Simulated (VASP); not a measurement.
Set up this calculation in VASP 6.6.1, as the native input.

```
Task                   : single point
Functional             : PBE
Dispersion             : D3(BJ)
Potentials or basis    : VASP PAW PBE potentials, release 64 (C, O)
Cutoff                 : 520 eV
k mesh                 : 2 × 2 × 1
Occupations            : gaussian, width 0.02 eV
Spin                   : no spin polarisation
Dipole correction      : no
Further INCAR settings : LREAL = Auto; ALGO = Normal; EDIFF = 1e-06; NBANDS = 57
```

The structure of C19O lies in POSCAR:

```
C19O
1.0
    7.3980000000      0.0000000000      0.0000000000
   -3.6990000000      6.4068560000      0.0000000000
    0.0000000000      0.0000000000     12.0000000000
C O
19 1
Direct
   -0.0009855693     -0.0007067429      0.0738804167
    0.2187954345      0.1049920585      0.0831320833
   -0.0009747956      0.3346546262      0.0738792500
    0.2188105699      0.4487422536      0.0831353333
    0.0007084408      0.6678213152      0.0741961667
    0.2203231853      0.7776285279      0.0741744167
    0.3307048411      0.0003761595      0.0794033333
    0.5581397565      0.1140932464      0.0794046667
    0.3205066369      0.3277204919      0.1104298333
    0.5683446028      0.4516394625      0.1104063333
    0.3307095225      0.6652646790      0.0794066667
    0.5581352656      0.7789780198      0.0794080000
    0.6685234836      0.0017287731      0.0741825000
    0.8881372610      0.1115356737      0.0742065000
    0.6700481573      0.3306205103      0.0831217500
    0.8898319966      0.4447004896      0.0738741667
    0.6700331475      0.6743515072      0.0831249167
    0.8898211037      0.7800542107      0.0738728333
    0.4444374025      0.3895658026      0.2142887500
    0.4445136993      0.3890955252      0.3141380000
```

One way to write it, as run:

INCAR

```
SYSTEM = C19O
PREC = Accurate ; ENCUT = 520
EDIFF = 1E-6 ; ISMEAR = 0
SIGMA = 0.02 ; LREAL = Auto
LASPH = .TRUE. ; NELM = 100
ALGO = Normal ; ISIF = 2
LWAVE = .FALSE. ; LCHARG = .FALSE.
GGA = PE ; IVDW = 12
NBANDS = 57
```

KPOINTS

```
Automatic mesh
0
G
  2 2 1
  0 0 0
```

Potentials or basis: VASP PAW PBE potentials, release 64 (C, O).

Launch:

```bash
$ cat potpaw_PBE.64/C/POTCAR potpaw_PBE.64/O/POTCAR > POTCAR
$ mpirun -np 1 vasp_std > vasp.out
```

Results of the run:

```
Largest force              : 0.565 eV/Å
Band gap on the k mesh     : 0.23 eV, direct
Dispersion energy per atom : -0.089 eV
```

Caveat: the k points lie up to 0.49 Å⁻¹ apart.

It took 2.3 min on 1 thread of Intel(R) Xeon(R) 6975P-C (Granite Rapids) (shared host), peak memory 0.58 GiB.
